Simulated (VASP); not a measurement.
# InSb (P4/mmm) in VASP: notebook

The runs below take InSb through single point, with LDA.

Everything below comes from runs of VASP 6.6.1. Logs are shortened: lines on timing, memory, paths and dates and some standing lists are left out, and cuts for length are marked.

### 1 The cell of the first run

It takes space group P4/mmm (No. 123, tetragonal). The conventional cell has a = 3.098 Å, b = 3.098 Å, c = 6.598 Å, α = 90.00°, β = 90.00°, γ = 90.00°. In (site symmetry 4/mmm) has 4 In at 3.10 Å and 2 Sb at 3.30 Å within 4.1 Å. Within 4.1 Å of Sb (site symmetry 4/mmm) lie 4 Sb at 3.10 Å and 2 In at 3.30 Å.

### 2 Single point, LDA (31.66 Å³/atom)

Input file INCAR:

```
  PREC = Accurate
  ENCUT = 520
  EDIFF = 1E-7
  ISMEAR = 0
  SIGMA = 0.15
  LREAL = False
  LASPH = True
  NELM = 80
  ALGO = Normal
  ISIF = 2
  LWAVE = False
  LCHARG = False
  NBANDS = 16
```

Input file KPOINTS:

```
regular mesh
0
Gamma
  16 16 8
```

Input file POSCAR:

```
InSb
1.0
    3.0979817355      0.0000000000      0.0000000000
    0.0000000000      3.0979817355      0.0000000000
    0.0000000000      0.0000000000      6.5983912984
In Sb
1 1
Direct
    0.0000000000      0.0000000000      0.0000000000
    0.0000000000      0.0000000000      0.5000000000
```

Potentials or basis: VASP PAW LDA potentials, release 64 (In_d, Sb).

Started as:

```bash
> cat potpaw_LDA.64/In_d/POTCAR potpaw_LDA.64/Sb/POTCAR > POTCAR
> mpirun -np 1 vasp_std > vasp.out
```

OUTCAR:

```text
PREC = Accurate
   ENCUT = 520
   EDIFF = 1E-7
   ISMEAR = 0
   LREAL = False
   LASPH = True
   NELM = 80
   ISIF = 2

 ion  position               nearest neighbor table
   1  0.000  0.000  0.000-   2 3.30   2 3.30
   2  0.000  0.000  0.500-   1 3.30   1 3.30

  LATTYP: Found a simple tetragonal cell.
 ALAT       =     3.0979817355
 C/A-ratio  =     2.1299000000

  Lattice vectors:

 A1 = (   3.0979817355,   0.0000000000,   0.0000000000)
 A2 = (   0.0000000000,   3.0979817355,   0.0000000000)
 A3 = (   0.0000000000,   0.0000000000,   6.5983912984)

Analysis of symmetry for initial positions (statically):
=====================================================================
 Subroutine PRICEL returns:
 Original cell was already a primitive cell.

 Routine SETGRP: Setting up the symmetry group for a
 simple tetragonal supercell.

 Subroutine GETGRP returns: Found 16 space group operations
 (whereof 16 operations were pure point group operations)
 out of a pool of 16 trial point group operations.

The static configuration has the point symmetry D_4h.

Analysis of symmetry for dynamics (positions and initial velocities):
=====================================================================
 Subroutine PRICEL returns:
 Original cell was already a primitive cell.

 Routine SETGRP: Setting up the symmetry group for a
 simple tetragonal supercell.

 Subroutine GETGRP returns: Found 16 space group operations
 (whereof 16 operations were pure point group operations)
 out of a pool of 16 trial point group operations.

The dynamic configuration has the point symmetry D_4h.

 Subroutine INISYM returns: Found 16 space group operations
 (whereof 16 operations are pure point group operations),
 and found     1 'primitive' translations

----------------------------------------------------------------------------------------

                                     Primitive cell

  volume of cell :      63.3280

  direct lattice vectors                    reciprocal lattice vectors
     3.097981735  0.000000000  0.000000000     0.322790799  0.000000000  0.000000000
     0.000000000  3.097981735  0.000000000     0.000000000  0.322790799  0.000000000
     0.000000000  0.000000000  6.598391298     0.000000000  0.000000000  0.151552091

  length of vectors
     3.097981735  3.097981735  6.598391298     0.322790799  0.322790799  0.151552091

  position of ions in fractional coordinates (direct lattice)
     0.000000000  0.000000000  0.000000000
     0.000000000  0.000000000  0.500000000

  ion indices of the primitive-cell ions
   primitive index   ion index
                 1           1
                 2           2

----------------------------------------------------------------------------------------

 KPOINTS: regular mesh

Automatic generation of k-mesh.
 Grid dimensions read from file:
 generate k-points for:   16   16    8

 Generating k-lattice:

  Cartesian coordinates                     Fractional coordinates (reciprocal lattice)
     0.020174425  0.000000000  0.000000000     0.062500000  0.000000000  0.000000000
     0.000000000  0.020174425  0.000000000     0.000000000  0.062500000  0.000000000
     0.000000000  0.000000000  0.018944011     0.000000000  0.000000000  0.125000000

  Length of vectors
     0.020174425  0.020174425  0.018944011

  Shift w.r.t. Gamma in fractional coordinates (k-lattice)
     0.000000000  0.000000000  0.000000000

 Subroutine IBZKPT returns following result:
 ===========================================

 Found    225 irreducible k-points:

 Following reciprocal coordinates:
            Coordinates               Weight
  0.000000  0.000000  0.000000      1.000000
  0.062500  0.000000  0.000000      4.000000
  0.125000  0.000000  0.000000      4.000000
  0.187500  0.000000  0.000000      4.000000
  0.250000  0.000000  0.000000      4.000000
  0.312500  0.000000  0.000000      4.000000
[... 16 lines left out ...]
  0.437500  0.125000  0.000000      8.000000
  0.500000  0.125000  0.000000      4.000000
 [... further k-points ...]
   k-points           NKPTS =    225   k-points in BZ     NKDIM =    225   number of bands    NBANDS=     16
   number of dos      NEDOS =    301   number of ions     NIONS =      2
   total plane-waves  NPLWV =  28800
   dimension x,y,z NGX =    24 NGY =   24 NGZ =   50
   dimension x,y,z NGXF=    48 NGYF=   48 NGZF=  100
   ions per type =               1   1
   NGX,Y,Z   is equivalent  to a cutoff of  12.88, 12.88, 12.60 a.u.
   NGXF,Y,Z  is equivalent  to a cutoff of  25.76, 25.76, 25.19 a.u.
 SYSTEM =  unknown system
   PREC   = accura    normal or accurate (medium, high low for compatibility)
   ISTART =      0    job   : 0-new  1-cont  2-samecut
   ICHARG =      2    charge: 1-file 2-atom 10-const
   ISPIN  =      1    spin polarized calculation?
   LNONCOLLINEAR =      F non collinear calculations
   LSORBIT =      F    spin-orbit coupling
   LASPH  =      T    aspherical Exc in radial PAW
   ENCUT  =  520.0 eV  38.22 Ry    6.18 a.u.   5.76  5.76 12.27*2*pi/ulx,y,z
   NELM   =     80;   NELMIN=  2; NELMDL= -5     # of ELM steps
   EDIFF  = 0.1E-06   stopping-criterion for ELM
   LREAL  =      F    real-space projection
   EDIFFG = 0.1E-05   stopping-criterion for IOM
   NSW    =      0    number of steps for IOM
   IBRION =     -1    ionic relax: 0-MD 1-quasi-New 2-CG
   NFREE  =      0    steps in history (QN), initial steepest desc. (CG)
   ISIF   =      2    stress and relaxation
   ISYM   =      2    0-nonsym 1-usesym 2-fastsym
   POTIM  = 0.5000    time-step for ionic-motion
   TEBEG  =    0.0;   TEEND  =   0.0 temperature during run
   PSTRESS=    0.0 pullay stress
   NELECT =      18.0000    total number of electrons
   NUPDOWN=      -1.0000    fix difference up-down
   EMIN   =  10.00;   EMAX   =-10.00  energy-range for DOS
   EFERMI =   0.00;   METHOD = LEGACY
   ISMEAR =     0;   SIGMA  =   0.15  broadening in eV -4-tet -1-fermi 0-gaus
   EFERMI_NEDOS =   21; number of points for ismear=-14 and -15
   IALGO  =     38    algorithm
   IMIX   =      4    mixing-type and parameters
     AMIX     =   0.40;   BMIX     =  1.00
     AMIX_MAG =   1.60;   BMIX_MAG =  1.00
  volume/ion in A,a.u.               =      31.66       213.68
  Fermi-wavevector in a.u.,A,eV,Ry     =   1.076384  2.034070 15.763733  1.158602
  Thomas-Fermi vector in A             =   2.212266
   LORBIT       =      0    0 simple, 1 ext, 2 COOP (PROOUT), +10 PAW based schemes
   GGA     = CA    functional components
   LHFCALC =     F    Hartree Fock is set to
   AEXX    =    0.0000 exact exchange contribution
   IVDW    =     0    specifies the selected vdW correction
   LEPSILON=     F    determine dielectric tensor
   LRPA    =     F    only Hartree local field effects (RPA)
 non-spin polarized calculation
 Gauss-broadening in eV      SIGMA  =   0.15
  energy-cutoff  :      520.00
  volume of cell :       63.33
 maximum number of plane-waves:      1736
 NGX is ok and might be reduce to    24
   NGX = 11   NGY = 11   NGZ = 25

 number of electron      17.9999997 magnetization

 Free energy of the ion-electron system (eV)
  ---------------------------------------------------
  ext. energy  EPLUGINS =         0.00000000
  ---------------------------------------------------
  free energy    TOTEN  =        -7.76894051 eV

  energy without entropy =       -7.75720575  energy(sigma->0) =       -7.76307313

 E-fermi :   5.6140     XC(G=0):  -9.5542

 val. band max:        5.6001750643   @ k =   0.3750   0.0000   0.1250
 cond. band min:       5.6164820946   @ k =   0.0625   0.0625   0.5000
 fundamental gap:      0.0163070304
 Fermi energy:         5.6140385742

 k-point     1 :       0.0000    0.0000    0.0000
  band No.  band energies     occupation
      1      -9.2032      2.00000
      2      -8.9692      2.00000
      3      -8.6504      2.00000
      4      -8.6504      2.00000
      5      -8.5654      2.00000
      6      -5.5867      2.00000
[... 8 lines left out ...]
     15      14.1445      0.00000
     16      14.8067      0.00000

 k-point     2 :       0.0625    0.0000    0.0000
  band No.  band energies     occupation
      1      -9.1900      2.00000
      2      -8.9615      2.00000
      3      -8.6592      2.00000
      4      -8.6496      2.00000
      5      -8.5720      2.00000
      6      -5.5290      2.00000
[... 8 lines left out ...]
     15      14.2200      0.00000
     16      15.3002      0.00000

 k-point     3 :       0.1250    0.0000    0.0000
  band No.  band energies     occupation
      1      -9.1559      2.00000
      2      -8.9360      2.00000
      3      -8.6841      2.00000
      4      -8.6476      2.00000
      5      -8.5911      2.00000
      6      -5.3567      2.00000
[... 8 lines left out ...]
     15      14.4432      0.00000
     16      14.7977      0.00000

 k-point     4 :       0.1875    0.0000    0.0000
  band No.  band energies     occupation
      1      -9.1155      2.00000
      2      -8.8871      2.00000
      3      -8.7210      2.00000
      4      -8.6445      2.00000
      5      -8.6194      2.00000
      6      -5.0732      2.00000
[... 8 lines left out ...]
     15      14.5128      0.00000
     16      14.8035      0.00000
[... 324 lines left out ...]
 k-point    22 :       0.3750    0.1250    0.0000
  band No.  band energies     occupation
      1      -8.9665      2.00000
      2      -8.8370      2.00000
      3      -8.7512      2.00000
      4      -8.6656      2.00000
      5      -8.6521      2.00000
      6      -3.4717      2.00000
[... 8 lines left out ...]
     15      14.9120      0.00000
     16      15.6725      0.00000

 k-point    23 :       0.4375    0.1250    0.0000
  band No.  band energies     occupation
      1      -8.9587      2.00000
      2      -8.8602      2.00000
      3      -8.7708      2.00000
      4      -8.6633      2.00000
      5      -8.6003      2.00000
      6      -3.0179      2.00000
[... 8 lines left out ...]
     15      14.7568      0.00000
     16      15.8986      0.00000

 k-point    24 :       0.5000    0.1250    0.0000
  band No.  band energies     occupation
      1      -8.9562      2.00000
      2      -8.8683      2.00000
      3      -8.7777      2.00000
      4      -8.6625      2.00000
      5      -8.5818      2.00000
      6      -2.8203      2.00000
[... 8 lines left out ...]
     15      14.8713      0.00000
     16      16.4355      0.00000

 [... further k-points ...]

------------------------ aborting loop because EDIFF is reached ----------------------------------------

  FORCE on cell =-STRESS in cart. coord.  units (eV):
  Direction    XX          YY          ZZ          XY          YZ          ZX
  --------------------------------------------------------------------------------------
  -------------------------------------------------------------------------------------
  Total       -1.7219410     -1.7219410     -2.8928262      0.0000000     -0.0000000     -0.0000000
  in kB      -43.5645339    -43.5645339    -73.1875412      0.0000000     -0.0000000     -0.0000000
  external PRESSURE =     -53.4388696 kB  Pullay stress =       0.0000000 kB

 VOLUME and BASIS-vectors are now :
 -----------------------------------------------------------------------------
  energy-cutoff  :      520.00
  volume of cell :       63.33
      direct lattice vectors                 reciprocal lattice vectors
     3.097981735  0.000000000  0.000000000     0.322790799  0.000000000  0.000000000
     0.000000000  3.097981735  0.000000000     0.000000000  0.322790799  0.000000000
     0.000000000  0.000000000  6.598391298     0.000000000  0.000000000  0.151552091

 POSITION                                       TOTAL-FORCE (eV/Angst)
 -----------------------------------------------------------------------------------
      0.00000      0.00000      0.00000         0.000000      0.000000      0.000000
      0.00000      0.00000      3.29920         0.000000      0.000000      0.000000
 -----------------------------------------------------------------------------------
    total drift:                                0.000000     -0.000000      0.000000

  FREE ENERGIE OF THE ION-ELECTRON SYSTEM (eV)
  ---------------------------------------------------
  free  energy   TOTEN  =        -7.7689405132 eV

  energy  without entropy=       -7.7572057466  energy(sigma->0) =       -7.76307313
```

Run time: 2.7 min. Hardware: 1 thread of Intel Xeon 8259CL, shared host; peak memory 0.34 GiB.

Results:

```yaml
Free_energy: -7.7689 eV
Pressure: -5.3 GPa
Band_gap_on_the_k_mesh: zero (bands 9 and 10 overlap by 5.58 eV)
```

Stress tensor (GPa, compression positive):
```
-4.36  0.00  0.00
 0.00 -4.36  0.00
 0.00  0.00 -7.32
```

Levels at points of the mesh, in eV from the Fermi level:
```csv
k point,band 6,band 7,band 8,band 9,band 10,band 11,band 12,band 13
"(0.00, 0.00, 0.00)",-11.20,-6.97,-4.09,3.92,4.31,4.31,7.51,7.90
"(0.50, 0.00, 0.00)",-8.67,-4.60,-3.57,-1.77,-1.66,3.13,6.36,6.41
"(0.50, 0.50, 0.00)",-5.97,-2.53,-2.53,0.18,0.41,0.86,0.86,3.12
"(0.00, 0.00, 0.50)",-11.12,-7.76,-1.36,-0.13,4.41,4.41,7.94,8.06
"(0.50, 0.00, 0.50)",-8.63,-4.51,-4.42,-2.19,1.07,2.65,5.40,6.17
"(0.50, 0.50, 0.50)",-5.96,-2.41,-2.41,-1.26,0.42,0.42,3.37,3.76
```

Caveat: the cell stands under tension; spin-orbit coupling is left out, which moves the levels of the heavy elements.

### 3 Single point, LDA (31.66 Å³/atom)

Input file INCAR:

```
SYSTEM = InSb
PREC = Accurate
ENCUT = 520
EDIFF = 1E-6
ISMEAR = 0
SIGMA = 0.15
LREAL = .FALSE.
LASPH = .TRUE.
NELM = 100
ALGO = Normal
ISIF = 2
LWAVE = .FALSE.
LCHARG = .TRUE.
GGA = CA
LELF = .TRUE.
LVHAR = .TRUE.
NBANDS = 16
```

Input file KPOINTS:

```
regular mesh
0
G
  16 16 8
  0 0 0
```

Input file POSCAR:

```
InSb
1.0
    3.2250114498      0.0000000000      0.0000000000
    0.0000000000      3.2250114498      0.0000000000
    0.0000000000      0.0000000000      6.0888216172
In Sb
1 1
Direct
    0.0000000000      0.0000000000      0.0000000000
    0.0000000000      0.0000000000      0.5000000000
```

Potentials or basis: VASP PAW LDA potentials, release 64 (In_d, Sb).

Started as:

```bash
> cat potpaw_LDA.64/In_d/POTCAR potpaw_LDA.64/Sb/POTCAR > POTCAR
> mpirun -np 1 vasp_std > vasp.out
```

It took 2.2 min on 1 thread of Intel Xeon 8259CL, shared host; peak memory 0.34 GiB.

Results (log left out):

* Free energy: -7.7489 eV
* Pressure: -5.5 GPa
* Band gap on the k mesh: zero (bands 9 and 10 overlap by 4.72 eV)

Stress tensor (GPa, compression positive):
```
-6.98  0.00  0.00
 0.00 -6.98  0.00
 0.00  0.00 -2.45
```

Levels at points of the mesh, in eV from the Fermi level:
```csv
k point,band 6,band 7,band 8,band 9,band 10,band 11,band 12,band 13
"(0.00, 0.00, 0.00)",-11.05,-6.26,-4.20,3.33,3.33,6.04,7.21,7.76
"(0.50, 0.00, 0.00)",-8.95,-4.50,-3.39,-2.33,-1.07,3.22,4.99,8.20
"(0.50, 0.50, 0.00)",-6.78,-2.68,-2.68,-0.58,-0.22,1.07,1.07,2.85
"(0.00, 0.00, 0.50)",-10.90,-7.70,-0.23,0.83,3.55,3.55,7.03,7.03
"(0.50, 0.00, 0.50)",-8.88,-5.03,-4.15,-2.06,1.88,3.19,5.18,6.28
"(0.50, 0.50, 0.50)",-6.76,-2.41,-2.41,-2.39,0.22,0.22,3.26,4.26
```

Caveat: the cell stands under tension; spin-orbit coupling is left out, which moves the levels of the heavy elements.

### 4 Single point, LDA

This run uses another cell than the first one, of 27.30 Å³/atom.

Input file INCAR:

```
PREC = Accurate
ENCUT = 520
EDIFF = 1E-6
ISMEAR = 0
SIGMA = 0.15
LREAL = F
LASPH = T
NELM = 80
ALGO = Normal
ISIF = 2
LWAVE = F
LCHARG = F
GGA = CA
NBANDS = 16
```

Input file KPOINTS:

```
Automatic mesh
0
Gamma
  16 16 8
```

Input file POSCAR:

```
InSb
1.0
    3.0082848040      0.0000000000      0.0000000000
    0.0000000000      3.0082848040      0.0000000000
    0.0000000000      0.0000000000      6.0325054265
In Sb
1 1
Direct
    0.0000000000      0.0000000000      0.0000000000
    0.0000000000      0.0000000000      0.5000000000
```

Started as:

```bash
> cat potpaw_LDA.64/In_d/POTCAR potpaw_LDA.64/Sb/POTCAR > POTCAR
> mpirun -np 1 vasp_std > vasp.out
```

Run time: 2.1 min. Hardware: 1 thread of Intel Xeon 8259CL, shared host; peak memory 0.31 GiB.

The run converged. Its results:

* Free energy: -7.9657 eV
* Pressure: 0.1 GPa
* Band gap on the k mesh: zero (bands 9 and 10 overlap by 6.18 eV)

Stress tensor (GPa, compression positive):
```
0.03 0.00 0.00
0.00 0.03 0.00
0.00 0.00 0.26
```

Levels at points of the mesh, in eV from the Fermi level:
| k point | band 7 | band 8 | band 9 | band 10 | band 11 | band 12 |
| --- | --- | --- | --- | --- | --- | --- |
| (0.00, 0.00, 0.00) | -7.07 | -4.96 | 4.41 | 4.41 | 5.51 | 7.85 |
| (0.50, 0.00, 0.00) | -5.41 | -3.27 | -2.47 | -1.75 | 2.92 | 6.78 |
| (0.50, 0.50, 0.00) | -3.10 | -3.10 | -0.11 | 0.98 | 0.98 | 1.02 |
| (0.00, 0.00, 0.50) | -8.56 | -0.87 | 0.17 | 4.62 | 4.62 | 7.90 |
| (0.50, 0.00, 0.50) | -5.09 | -5.02 | -2.66 | 1.95 | 3.20 | 5.84 |
| (0.50, 0.50, 0.50) | -2.85 | -2.85 | -1.56 | 0.19 | 0.19 | 2.95 |

Caveat: spin-orbit coupling is left out, which moves the levels of the heavy elements.

### 5 Overview

| cell | gap on the mesh (eV) | pressure (GPa) |
| --- | --- | --- |
| a = 3.098, b = 3.098, c = 6.598 Å, 2 atoms | none | -5.3 |
| a = 3.225, b = 3.225, c = 6.089 Å, 2 atoms | none | -5.5 |
| a = 3.008, b = 3.008, c = 6.033 Å, 2 atoms | none | 0.1 |

Alike in all rows: task single point; level LDA; potentials or basis VASP PAW LDA potentials, release 64 (In_d, Sb); no spin polarisation; k mesh 16 × 16 × 8; cutoff (eV) 520; smearing gaussian 0.15 eV.

Caveats: spin-orbit coupling is left out, which moves the levels of the heavy elements; the cell stands under tension (at least some runs).

Absolute energies hang on the potentials; compare differences alone.
